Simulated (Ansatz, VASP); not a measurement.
Two plane-wave programs on IrPt2

INCAR

```
SYSTEM = IrPt2
ALGO = Normal
EDIFF = 1E-7
EDIFFG = -0.01
ENCUT = 500
GGA = PE
GGA_COMPAT = .FALSE.
IBRION = 2
ISIF = 3
ISMEAR = 0
LASPH = .TRUE.
LCHARG = .FALSE.
LREAL = .FALSE.
LWAVE = .FALSE.
NELM = 120
NELMIN = 4
NSW = 100
PREC = Accurate
SIGMA = 0.1
```

Contents of KPOINTS:

```
k-points
0
G
  12 12 4
  0 0 0
```

POSCAR

```
IrPt2
1.0
    2.7723192290      0.0000000000      0.0000000000
    0.0000000000      2.7723192290      0.0000000000
    0.0000000000      0.0000000000     11.8965941163
Ir Pt
2 4
Direct
    0.0000000000      0.5000000000      0.9240830348
    0.5000000000      0.0000000000      0.0759169652
    0.0000000000      0.5000000000      0.5858044920
    0.5000000000      0.0000000000      0.4141955080
    0.0000000000      0.5000000000      0.2423066993
    0.5000000000      0.0000000000      0.7576933007
```

Input for Ansatz:

```yaml
crystal:
  lattice:
    - [2.772319229, 0.0, 0.0]
    - [0.0, 2.772319229, 0.0]
    - [0.0, 0.0, 11.8965941163]
  atoms:
    - { symbol: Ir, position: [0.0, 0.5, 0.9240830348] }
    - { symbol: Ir, position: [0.5, 0.0, 0.0759169652] }
    - { symbol: Pt, position: [0.0, 0.5, 0.585804492] }
    - { symbol: Pt, position: [0.5, 0.0, 0.414195508] }
    - { symbol: Pt, position: [0.0, 0.5, 0.2423066993] }
    - { symbol: Pt, position: [0.5, 0.0, 0.7576933007] }
basis:
  ecutwfc: 420
kpoints:
  mp_grid: { grid: [12, 12, 4] }
hamiltonian:
  xc: pbe
scf:
  occupations: { method: gaussian, width: 0.1 }
output:
  forces: true
  stress: true
  eigenvalues: true
relax:
  adjacent_minimum: "off"
  f_tol: 0.01
  max_steps: 80
  cell: { stress_tol: 0.05 }
```

Alike in both runs: task relaxation of cell and atoms; functional PBE; k mesh 12 × 12 × 4; occupations gaussian, width 0.1 eV; no spin polarisation.

```csv
,VASP,Ansatz
version,VASP 6.6.1,Ansatz 0.2.0
potentials or method,"VASP PAW PBE potentials, release 64 (Ir, Pt), cutoff 500 eV","scalar-relativistic, plane waves, PAW"
valence electrons in the cell,58,106
```

VASP gave:

- gap on the k mesh at the Fermi level, each at its own relaxed structure (eV): none
- relaxed volume (Å³/atom): 15.25
- relaxed length of the cell vector where the two differ most in proportion (Å): 11.926

**Question.** Which values does Ansatz return?

**Answer.** gap on the k mesh at the Fermi level, each at its own relaxed structure (eV): none; relaxed volume (Å³/atom): 15.26; relaxed length of the cell vector where the two differ most in proportion (Å): 11.936.

A gap of «none» marks a metal or a gap that the smearing closes. VASP's potentials hold 58 valence electrons a cell and Ansatz's 106, so a difference there can come from the potentials and not from the codes.

Spin-orbit coupling is off throughout.
